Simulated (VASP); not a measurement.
Si:

```
Si
1.0
     0.00000    2.77693    2.77693
     2.77693    0.00000    2.77693
     2.77693    2.77693    0.00000
Si
2
Direct
  0.00000 0.00000 0.00000
  0.25000 0.25000 0.25000
```

Base run:

| Property | Result |
| --- | --- |
| Program | VASP 6.6.1 |
| Functional | PBEsol |
| Potentials or basis | VASP PAW PBE potentials, release 64 (Si) |
| Cutoff | 520 eV |
| k mesh | 8 × 8 × 8 |
| Occupations | gaussian, width 0.01 eV |
| Spin | no spin polarisation |

Its results: band gap on the k mesh 0.61 eV, indirect (least direct gap 2.37 eV); pressure -5.3 GPa.

**Question.** The run is repeated on the same cell with these changes: functional from PBEsol to PBE. What comes out?

**Answer.** Band gap on the k mesh 0.72 eV, indirect (least direct gap 2.44 eV); pressure -3.7 GPa.

PBE binds less tightly than PBEsol, so the same cell stands under more pressure.

Caveats: the PAW data sets were made with another functional, which shifts forces and pressure a little (some runs).

A k mesh can miss the band edges.
